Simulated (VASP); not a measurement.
A run of VASP 6.6.1 is set up as follows.

File INCAR:

```
  PREC = Accurate
  ENCUT = 600
  EDIFF = 1E-6
  ISMEAR = 1
  SIGMA = 0.05
  LREAL = F
  LASPH = T
  NELM = 60
  ALGO = Normal
  ISIF = 3
  LWAVE = F
  LCHARG = F
  IBRION = 2
  NSW = 80
  EDIFFG = -0.03
  PSTRESS = 450.0
```

Contents of KPOINTS:

```
regular mesh
0
Gamma
  9 9 5
```

File POSCAR:

```
Tc
1.0
    2.7400000000      0.0000000000      0.0000000000
   -1.3700000000      2.3729096064      0.0000000000
    0.0000000000      0.0000000000      4.3980000000
Tc
2
Direct
    0.3333330000      0.6666670000      0.2500000000
    0.6666670000      0.3333330000      0.7500000000
```

Potentials or basis: VASP PAW LDA potentials, release 64 (Tc_pv).

Run with:

```sh
$ cat potpaw_LDA.64/Tc_pv/POTCAR > POTCAR
$ mpirun -np 1 vasp_std > vasp.out
```

Estimate the band gap on the k mesh.

zero (band 13 reaches 16.45 eV, above the bottom of band 14 at 13.78 eV).

What does it give for the space group after relaxing (to 0.05 Å)?

P6_3/mmc (No. 194).

Stress tensor (GPa, compression positive):
```
45.23  0.00  0.00
 0.00 45.23  0.00
 0.00  0.00 45.35
```

Caveat: the cell is relaxed towards a set pressure, so the enthalpy falls and the energy may rise. LDA usually gives volumes a few per cent too small.
